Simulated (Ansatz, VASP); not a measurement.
# ZnS in VASP and in Ansatz

```
Zn S
1.0
     0.00000    2.70465    2.92102
     2.70465    0.00000    2.92102
     2.70465    2.70465    0.00000
Zn S
1 1
Direct
  0.00000 0.00000 0.00000
  0.75000 0.75000 0.75000
```

Change from the starting cell: strain +0.000 along x and y, +0.080 along z, atoms carried along.

Alike in both runs: task single point; functional PBE; k mesh 10 × 10 × 10; occupations gaussian, width 0.05 eV; no spin polarisation.

|  | VASP | Ansatz |
| --- | --- | --- |
| version | VASP 6.6.1 | Ansatz 0.2.0 |
| potentials or method | VASP PAW PBE potentials, release 64 (Zn, S), cutoff 520 eV | scalar-relativistic, plane waves, PAW |
| valence electrons in the cell | 18 | 18 |

|  | VASP | Ansatz | Ansatz less VASP |
| --- | --- | --- | --- |
| gap on the k mesh at the Fermi level (eV) | 1.65 | 1.65 | -0.002 |
| least direct gap on the mesh (eV) | 1.65 | 1.65 | -0.002 |
| pressure (GPa) | -3.5 | -3.6 | -0.13 |
| traceless stress, the component that is largest in VASP (GPa) | -2.43 | -2.45 | -0.014 |
